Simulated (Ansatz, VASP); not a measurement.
Au in VASP and in Ansatz

```
Au
1.0
     0.00000    2.04142    2.04142
     2.04142    0.00000    2.04142
     2.04142    2.04142    0.00000
Au
1
Direct
  0.00000 0.00000 0.00000
```

Alike in both runs: functional PBEsol; k mesh 24 × 24 × 24; occupations gaussian, width 0.1 eV; no spin polarisation.

Ansatz relaxed the structure, and its values are those at the end. VASP's run is a single point on that final structure, the one shown.

|  | VASP | Ansatz |
| --- | --- | --- |
| version | VASP 6.6.1 | Ansatz 0.2.0 |
| potentials or method | VASP PAW PBE potentials, release 64 (Au) | scalar-relativistic, plane waves, PAW |
| plane-wave cutoff (eV) | 520 | 420 |
| valence electrons in the cell | 11 | 19 |

Ansatz gave:

```
gap on the k mesh at the Fermi level (eV) : none
pressure (GPa)                            : 0.0
```

Q: Which values does VASP return?

A: gap on the k mesh at the Fermi level (eV): none; pressure (GPa): -0.2.

VASP's potentials were made for PBE, not for PBEsol. A gap of «none» marks a metal or a gap that the smearing closes. VASP's potentials hold 11 valence electrons a cell and Ansatz's 19, so a difference there can come from the potentials and not from the codes.

Spin-orbit coupling is off throughout.
